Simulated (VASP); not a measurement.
Here is a VASP 6.6.1 calculation.

INCAR

```
SYSTEM = InP
ALGO     = Normal         ! electronic algorithm
EDIFF    = 1E-6           ! SCF threshold, eV
ENCUT    = 500            ! plane-wave cutoff, eV
GGA      = PE             ! functional
GGA_COMPAT= .False.      
ISIF     = 2              ! what is computed and relaxed
ISMEAR   = 0              ! smearing method
LASPH    = .True.         ! aspherical terms in the spheres
LCHARG   = .True.         ! write CHGCAR
LELF     = .True.         ! ELF
LREAL    = .False.        ! projectors in reciprocal space
LVHAR    = .True.       
LWAVE    = .False.        ! write WAVECAR
NBANDS   = 16             ! bands
NELM     = 120            ! most SCF steps
PREC     = Accurate       ! precision mode
SIGMA    = 0.01           ! smearing width, eV
```

File KPOINTS:

```
k-points
0
Gamma
  4 4 4
  0 0 0
```

Contents of POSCAR:

```
InP
1.0
    0.0000000000      2.9538133435      2.9939852050
    2.9538133435      0.0000000000      2.9939852050
    2.9538133435      2.9538133435      0.0000000000
In P
1 1
Direct
    0.0000000000      0.0000000000      0.0000000000
    0.2500000000      0.2500000000      0.2500000000
```

Potentials or basis: VASP PAW PBE potentials, release 64 (In_d, P).

Command:

```sh
$ cat potpaw_PBE.64/In_d/POTCAR potpaw_PBE.64/P/POTCAR > POTCAR
$ mpirun -np 1 vasp_std > vasp.out
```

Problem. Estimate the band gap on the k mesh.

Solution. 0.47 eV, direct.

Problem. Estimate the pressure.

Solution. 0.9 GPa.

Stress tensor (GPa, compression positive):
```
1.07 0.00 0.00
0.00 1.07 0.00
0.00 0.00 0.48
```

Caveat: the k points lie up to 0.46 Å⁻¹ apart; the cell differs from its parent crystal (uniaxial z strain +1.4%); spin-orbit coupling is left out, which moves the levels of the heavy elements.
